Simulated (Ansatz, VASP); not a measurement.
# One calculation of SiNi, two programs

```
Ni Si
1.0
     0.00000    2.04279    2.04279
     2.04279    0.00000    2.04279
     2.04279    2.04279    0.00000
Ni Si
1 1
Direct
  0.00000 0.00000 0.00000
  0.50000 0.50000 0.50000
```

Change from the starting cell: volume scaled by 0.64, PAW files.

Alike in both runs: task single point; functional PBE; k mesh 14 × 14 × 14; occupations fermi-dirac, width 0.08 eV; no spin polarisation.

|  | VASP | Ansatz |
| --- | --- | --- |
| version | VASP 6.6.1 | Ansatz 0.2.0 |
| potentials or method | VASP PAW PBE potentials, release 64 (Ni, Si) | PAW with Ansatz's default frozen-core files, scalar-relativistic |
| plane-wave cutoff (eV) | 520 | 420 |
| valence electrons in the cell | 14 | 22 |

VASP gave:

- pressure (GPa): 167.9

Question: What did Ansatz give for the same quantities?

Answer: Pressure (GPa): 167.7.

Both programs put the cell under a high pressure, so it lies far from rest at this level. VASP's potentials hold 14 valence electrons a cell and Ansatz's 22, so a difference there can come from the potentials and not from the codes.

Noted on VASP's run: the cell as given lies far from equilibrium.
